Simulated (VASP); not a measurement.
Wanted: the native input for a VASP 6.6.1 run.

* Task: single point
* Functional: PBE
* Potentials or basis: VASP PAW PBE potentials, release 64 (Cr_pv, Pt, C, N)
* Cutoff: 520 eV
* k mesh: 4 × 4 × 4
* Occupations: gaussian, width 0.1 eV
* Spin: collinear spin, ferromagnetic start
* Starting moments: [3.0, 0.0, 0.0, 0.0, 0.0, 0.0, 0.0, 0.0, 0.0, 0.0] μB
* Dipole correction: no
* Further INCAR settings: ALGO = Normal; EDIFF = 1e-07; NBANDS = 44

The structure of CrPtC4N4 lies in POSCAR:

```
CrPtC4N4
1.0
    5.9086026500      0.0000000000      0.0000000000
    0.0000000000      5.9086026500      0.0000000000
    0.0000000000      0.0000000000      5.9086026500
Cr Pt C N
1 1 4 4
Direct
    0.5000000000      0.5000000000      0.5000000000
    0.0000000000      0.0000000000      0.0000000000
    0.1873167900      0.1873167900      0.1873167900
    0.1873167900      0.8126832100      0.8126832100
    0.8126832100      0.1873167900      0.8126832100
    0.8126832100      0.8126832100      0.1873167900
    0.3016415900      0.3016415900      0.3016415900
    0.3016415900      0.6983584100      0.6983584100
    0.6983584100      0.3016415900      0.6983584100
    0.6983584100      0.6983584100      0.3016415900
```

One way to write it, as run:

INCAR

```
SYSTEM = CrPtC4N4
PREC     = Accurate       ! precision mode
ENCUT    = 520            ! plane-wave cutoff, eV
EDIFF    = 1E-7           ! SCF threshold, eV
ISMEAR   = 0              ! smearing method
SIGMA    = 0.1            ! smearing width, eV
LREAL    = .False.        ! projectors in reciprocal space
LASPH    = .True.         ! aspherical terms in the spheres
NELM     = 150            ! most SCF steps
ALGO     = Normal         ! electronic algorithm
ISIF     = 2              ! what is computed and relaxed
LWAVE    = .False.        ! write WAVECAR
LCHARG   = .False.        ! write CHGCAR
ISPIN    = 2              ! spin polarisation
MAGMOM   = 3 0 0 0 0 0 0 0 0 0 ! initial moments
LORBIT   = 11             ! projections on sites
LMAXMIX  = 4              ! l up to which the mixer works
GGA      = PE             ! functional
NBANDS   = 44             ! bands
```

KPOINTS

```
regular mesh
0
Gamma
  4 4 4
  0 0 0
```

Potentials or basis: VASP PAW PBE potentials, release 64 (Cr_pv, Pt, C, N).

Launch:

```sh
$ cat potpaw_PBE.64/Cr_pv/POTCAR potpaw_PBE.64/Pt/POTCAR potpaw_PBE.64/C/POTCAR potpaw_PBE.64/N/POTCAR > POTCAR
$ mpirun -np 1 vasp_std > vasp.out
```

Results of the run:

```json
{
 "Pressure": "2.2 GPa",
 "Largest force": "3.188 eV/Å",
 "Band gap on the k mesh": "zero (filled and empty bands overlap)",
 "Net moment": "2.00 μB per cell",
 "Site moments": "Cr +2.98; Pt -0.59; C +0.01; N -0.11 μB",
 "Valence electrons inside the program's atomic spheres": "Cr 10.45; Pt 10.03; C 2.59; N 3.90"
}
```

Caveat: spin-orbit coupling is left out, which moves the levels of the heavy elements; a cell with one magnetic atom can't hold antiferromagnetic order, which such compounds often take; forces of over 1 eV/Å act on the atoms, so gaps and moduli don't describe the material at rest.

Run time: 8.5 min on 1 thread of Oxide Virtual Turin-like Processor (shared host), peak memory 0.47 GiB.
